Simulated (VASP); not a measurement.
The system is CdS (Greenockite).

```
Cd S
1.0
     4.15417    0.00000    0.00000
    -2.07708    3.59762    0.00000
     0.00000    0.00000    6.75986
Cd S
2 2
Direct
  0.33333 0.66667 0.99921
  0.66667 0.33333 0.49921
  0.33333 0.66667 0.37579
  0.66667 0.33333 0.87579
```

This cell differs from its parent crystal: volume scaled by 0.97, then relaxed in part.

Base run:

* Program: VASP 6.6.1
* Functional: PBE
* Potentials or basis: VASP PAW PBE potentials, release 64 (Cd, S)
* Cutoff: 520 eV
* k mesh: 9 × 9 × 4
* Occupations: gaussian, width 0.02 eV
* Spin: no spin polarisation

Its results: band gap on the k mesh 1.19 eV, direct; pressure 2.1 GPa.

**Question.** The run is repeated on the same cell with these changes: potentials or basis from VASP PAW PBE potentials, release 64 (Cd, S) to VASP PAW PBE potentials, release 64 (Cd_sv_GW, S); cutoff from 520 eV to 540 eV; further incar settings from ALGO = Normal; EDIFF = 1e-06; NBANDS = 26 to ALGO = Normal; EDIFF = 1e-06; NBANDS = 34; valence electrons from 36 to 52. What comes out?

**Answer.** Band gap on the k mesh 1.18 eV, direct; pressure 0.7 GPa.

